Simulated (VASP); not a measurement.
# Rb (Im-3m) in VASP: single point with PBE

Aim: the single point of Rb with PBE.

Program: VASP 6.6.1. These are calculated values, not measurements. Logs are shortened: lines on timing, memory, paths and dates and some standing lists are left out, and cuts for length are marked.

## 1. The cell of the first run

Symmetry: Im-3m, No. 229, cubic system. Conventional cell: a = 5.605 Å, b = 5.605 Å, c = 5.605 Å, α = 90.00°, β = 90.00°, γ = 90.00°.

## 2. Single point, PBE

INCAR

```
  PREC = Accurate
  ENCUT = 520
  EDIFF = 1E-6
  ISMEAR = 1
  SIGMA = 0.05
  LREAL = False
  LASPH = True
  NELM = 100
  ALGO = Normal
  ISIF = 2
  LWAVE = False
  LCHARG = False
  GGA = PE
  NBANDS = 10
```

KPOINTS

```
regular mesh
0
Gamma
  10 10 10
```

POSCAR

```
Rb
1.0
   -2.8025000000      2.8025000000      2.8025000000
    2.8025000000     -2.8025000000      2.8025000000
    2.8025000000      2.8025000000     -2.8025000000
Rb
1
Direct
    0.0000000000      0.0000000000      0.0000000000
```

Potentials or basis: VASP PAW PBE potentials, release 64 (Rb_sv).

On the command line:

```sh
$ cat potpaw_PBE.64/Rb_sv/POTCAR > POTCAR
$ mpirun -np 1 vasp_std > vasp.out
```

OUTCAR:

```text
PREC = Accurate
   ENCUT = 520
   EDIFF = 1E-6
   ISMEAR = 1
   LREAL = False
   LASPH = True
   NELM = 100
   ISIF = 2
   GGA = PE

 ion  position               nearest neighbor table
   1  0.000  0.000  0.000-

  LATTYP: Found a body centered cubic cell.
 ALAT       =     5.6050000000

  Lattice vectors:

 A1 = (  -2.8025000000,   2.8025000000,   2.8025000000)
 A2 = (   2.8025000000,  -2.8025000000,   2.8025000000)
 A3 = (   2.8025000000,   2.8025000000,  -2.8025000000)

Analysis of symmetry for initial positions (statically):
=====================================================================
 Subroutine PRICEL returns:
 Original cell was already a primitive cell.

 Routine SETGRP: Setting up the symmetry group for a
 body centered cubic supercell.

 Subroutine GETGRP returns: Found 48 space group operations
 (whereof 48 operations were pure point group operations)
 out of a pool of 48 trial point group operations.

The static configuration has the point symmetry O_h .

Analysis of symmetry for dynamics (positions and initial velocities):
=====================================================================
 Subroutine PRICEL returns:
 Original cell was already a primitive cell.

 Routine SETGRP: Setting up the symmetry group for a
 body centered cubic supercell.

 Subroutine GETGRP returns: Found 48 space group operations
 (whereof 48 operations were pure point group operations)
 out of a pool of 48 trial point group operations.

The dynamic configuration has the point symmetry O_h .

 Subroutine INISYM returns: Found 48 space group operations
 (whereof 48 operations are pure point group operations),
 and found     1 'primitive' translations

----------------------------------------------------------------------------------------

                                     Primitive cell

  volume of cell :      88.0434

  direct lattice vectors                    reciprocal lattice vectors
    -2.802500000  2.802500000  2.802500000     0.000000000  0.178412132  0.178412132
     2.802500000 -2.802500000  2.802500000     0.178412132  0.000000000  0.178412132
     2.802500000  2.802500000 -2.802500000     0.178412132  0.178412132  0.000000000

  length of vectors
     4.854072388  4.854072388  4.854072388     0.252312857  0.252312857  0.252312857

  position of ions in fractional coordinates (direct lattice)
     0.000000000  0.000000000  0.000000000

  ion indices of the primitive-cell ions
   primitive index   ion index
                 1           1

----------------------------------------------------------------------------------------

 KPOINTS: regular mesh

Automatic generation of k-mesh.
 Grid dimensions read from file:
 generate k-points for:   10   10   10

 Generating k-lattice:

  Cartesian coordinates                     Fractional coordinates (reciprocal lattice)
     0.000000000  0.017841213  0.017841213     0.100000000  0.000000000  0.000000000
     0.017841213  0.000000000  0.017841213     0.000000000  0.100000000  0.000000000
     0.017841213  0.017841213  0.000000000     0.000000000  0.000000000  0.100000000

  Length of vectors
     0.025231286  0.025231286  0.025231286

  Shift w.r.t. Gamma in fractional coordinates (k-lattice)
     0.000000000  0.000000000  0.000000000

 Subroutine IBZKPT returns following result:
 ===========================================

 Found     47 irreducible k-points:

 Following reciprocal coordinates:
            Coordinates               Weight
  0.000000  0.000000  0.000000      1.000000
  0.100000  0.000000  0.000000     12.000000
  0.200000  0.000000  0.000000     12.000000
  0.300000  0.000000  0.000000     12.000000
  0.400000  0.000000  0.000000     12.000000
  0.500000  0.000000  0.000000      6.000000
[... 16 lines left out ...]
  0.300000  0.300000  0.100000      8.000000
 -0.300000  0.300000  0.100000     24.000000
 [... further k-points ...]
   k-points           NKPTS =     47   k-points in BZ     NKDIM =     47   number of bands    NBANDS=     10
   number of dos      NEDOS =    301   number of ions     NIONS =      1
   total plane-waves  NPLWV =  46656
   dimension x,y,z NGX =    36 NGY =   36 NGZ =   36
   dimension x,y,z NGXF=    72 NGYF=   72 NGZF=   72
   ions per type =               1
   NGX,Y,Z   is equivalent  to a cutoff of  12.33, 12.33, 12.33 a.u.
   NGXF,Y,Z  is equivalent  to a cutoff of  24.66, 24.66, 24.66 a.u.
 SYSTEM =  unknown system
   PREC   = accura    normal or accurate (medium, high low for compatibility)
   ISTART =      0    job   : 0-new  1-cont  2-samecut
   ICHARG =      2    charge: 1-file 2-atom 10-const
   ISPIN  =      1    spin polarized calculation?
   LNONCOLLINEAR =      F non collinear calculations
   LSORBIT =      F    spin-orbit coupling
   LASPH  =      T    aspherical Exc in radial PAW
   ENCUT  =  520.0 eV  38.22 Ry    6.18 a.u.   9.03  9.03  9.03*2*pi/ulx,y,z
   NELM   =    100;   NELMIN=  2; NELMDL= -5     # of ELM steps
   EDIFF  = 0.1E-05   stopping-criterion for ELM
   LREAL  =      F    real-space projection
   EDIFFG = 0.1E-04   stopping-criterion for IOM
   NSW    =      0    number of steps for IOM
   IBRION =     -1    ionic relax: 0-MD 1-quasi-New 2-CG
   NFREE  =      0    steps in history (QN), initial steepest desc. (CG)
   ISIF   =      2    stress and relaxation
   ISYM   =      2    0-nonsym 1-usesym 2-fastsym
   POTIM  = 0.5000    time-step for ionic-motion
   TEBEG  =    0.0;   TEEND  =   0.0 temperature during run
   PSTRESS=    0.0 pullay stress
   NELECT =       9.0000    total number of electrons
   NUPDOWN=      -1.0000    fix difference up-down
   EMIN   =  10.00;   EMAX   =-10.00  energy-range for DOS
   EFERMI =   0.00;   METHOD = LEGACY
   ISMEAR =     1;   SIGMA  =   0.05  broadening in eV -4-tet -1-fermi 0-gaus
   EFERMI_NEDOS =   21; number of points for ismear=-14 and -15
   IALGO  =     38    algorithm
   IMIX   =      4    mixing-type and parameters
     AMIX     =   0.40;   BMIX     =  1.00
     AMIX_MAG =   1.60;   BMIX_MAG =  1.00
  volume/ion in A,a.u.               =      88.04       594.15
  Fermi-wavevector in a.u.,A,eV,Ry     =   0.765462  1.446513  7.972081  0.585931
  Thomas-Fermi vector in A             =   1.865587
   LORBIT       =      0    0 simple, 1 ext, 2 COOP (PROOUT), +10 PAW based schemes
   GGA     = PE    functional components
   LHFCALC =     F    Hartree Fock is set to
   AEXX    =    0.0000 exact exchange contribution
   IVDW    =     0    specifies the selected vdW correction
   LEPSILON=     F    determine dielectric tensor
   LRPA    =     F    only Hartree local field effects (RPA)
 non-spin polarized calculation
 Methfessel and Paxton  Order N= 1 SIGMA  =   0.05
  energy-cutoff  :      520.00
  volume of cell :       88.04
 maximum number of plane-waves:      2396
   NGX = 19   NGY = 19   NGZ = 19

 number of electron       9.0000000 magnetization

 Free energy of the ion-electron system (eV)
  ---------------------------------------------------
  ext. energy  EPLUGINS =         0.00000000
  ---------------------------------------------------
  free energy    TOTEN  =        -0.93122677 eV

  energy without entropy =       -0.93043727  energy(sigma->0) =       -0.93096361

 E-fermi :   0.0910     XC(G=0):  -5.5468

 val. band max:        0.0882991277   @ k =  -0.3000   0.4000   0.2000
 cond. band min:       0.1714646508   @ k =  -0.4000   0.4000   0.2000
 fundamental gap:      0.0831655230
 Fermi energy:         0.0909945799

 k-point     1 :       0.0000    0.0000    0.0000
  band No.  band energies     occupation
      1     -28.7991      2.00000
      2     -12.8379      2.00000
      3     -12.8379      2.00000
      4     -12.8379      2.00000
      5      -1.9292      2.00000
      6       3.7967      0.00000
      7       3.7967      0.00000
      8       3.7967      0.00000
      9       4.7528      0.00000
     10       4.7528      0.00000

 k-point     2 :       0.1000    0.0000    0.0000
  band No.  band energies     occupation
      1     -28.7987      2.00000
      2     -12.8484      2.00000
      3     -12.8414      2.00000
      4     -12.8379      2.00000
      5      -1.8076      2.00000
      6       3.6025      0.00000
      7       3.6307      0.00000
      8       3.9099      0.00000
      9       4.5303      0.00000
     10       4.7083      0.00000

 k-point     3 :       0.2000    0.0000    0.0000
  band No.  band energies     occupation
      1     -28.7974      2.00000
      2     -12.8757      2.00000
      3     -12.8503      2.00000
      4     -12.8380      2.00000
      5      -1.4544      2.00000
      6       2.9529      0.00000
      7       3.2884      0.00000
      8       4.2442      0.00000
      9       4.5136      0.00000
     10       4.6595      0.00000

 k-point     4 :       0.3000    0.0000    0.0000
  band No.  band energies     occupation
      1     -28.7959      2.00000
      2     -12.9088      2.00000
      3     -12.8613      2.00000
      4     -12.8380      2.00000
      5      -0.9048      2.00000
      6       2.1855      0.00000
      7       2.9662      0.00000
      8       4.6165      0.00000
      9       4.7220      0.00000
     10       4.7836      0.00000
[... 222 lines left out ...]
 k-point    22 :      -0.2000    0.2000    0.1000
  band No.  band energies     occupation
      1     -28.7970      2.00000
      2     -12.8756      2.00000
      3     -12.8539      2.00000
      4     -12.8464      2.00000
      5      -1.3388      2.00000
      6       2.9843      0.00000
      7       3.2975      0.00000
      8       3.8163      0.00000
      9       4.2426      0.00000
     10       5.1590      0.00000

 k-point    23 :       0.3000    0.3000    0.1000
  band No.  band energies     occupation
      1     -28.7939      2.00000
      2     -12.9051      2.00000
      3     -12.9051      2.00000
      4     -12.8601      2.00000
      5       1.2390      0.00000
      6       1.2390      0.00000
      7       1.3888      0.00000
      8       3.4574      0.00000
      9       5.3118      0.00000
     10       5.3118      0.00000

 k-point    24 :      -0.3000    0.3000    0.1000
  band No.  band energies     occupation
      1     -28.7955      2.00000
      2     -12.9073      2.00000
      3     -12.8651      2.00000
      4     -12.8460      2.00000
      5      -0.7955      2.00000
      6       2.2176      0.00000
      7       3.0105      0.00000
      8       3.8874      0.00000
      9       4.7707      0.00000
     10       5.1961      0.00000

 [... further k-points ...]
[... 5 lines left out ...]
  --------------------------------------------------------------------------------------
  -------------------------------------------------------------------------------------
  Total        0.0596879      0.0596879      0.0596879      0.0000000      0.0000000     -0.0000000
  in kB        1.0861762      1.0861762      1.0861762      0.0000000      0.0000000     -0.0000000
  external PRESSURE =       1.0861762 kB  Pullay stress =       0.0000000 kB

 VOLUME and BASIS-vectors are now :
 -----------------------------------------------------------------------------
  energy-cutoff  :      520.00
  volume of cell :       88.04
      direct lattice vectors                 reciprocal lattice vectors
    -2.802500000  2.802500000  2.802500000     0.000000000  0.178412132  0.178412132
     2.802500000 -2.802500000  2.802500000     0.178412132  0.000000000  0.178412132
     2.802500000  2.802500000 -2.802500000     0.178412132  0.178412132  0.000000000

 POSITION                                       TOTAL-FORCE (eV/Angst)
 -----------------------------------------------------------------------------------
      0.00000      0.00000      0.00000         0.000000     -0.000000     -0.000000
 -----------------------------------------------------------------------------------
    total drift:                               -0.000000      0.000000      0.000000

  FREE ENERGIE OF THE ION-ELECTRON SYSTEM (eV)
  ---------------------------------------------------
  free  energy   TOTEN  =        -0.9312267742 eV

  energy  without entropy=       -0.9304372702  energy(sigma->0) =       -0.93096361
```

It took 17 s on 1 thread of Intel Xeon Platinum 8488C (Sapphire Rapids), shared host; peak memory 0.21 GiB.

What came out:

```
Free energy : -0.9312 eV
Pressure    : 0.1 GPa
```

Levels at points of the mesh, in eV from the Fermi level:
```tsv
k point	band 3	band 4	band 5	band 6	band 7	band 8
(0.00, 0.00, 0.00)	-12.93	-12.93	-2.02	3.71	3.71	3.71
(0.50, 0.00, 0.00)	-12.96	-12.93	0.23	0.80	2.59	4.32
(0.50, 0.50, 0.50)	-13.01	-13.01	1.23	1.23	3.33	3.33
```
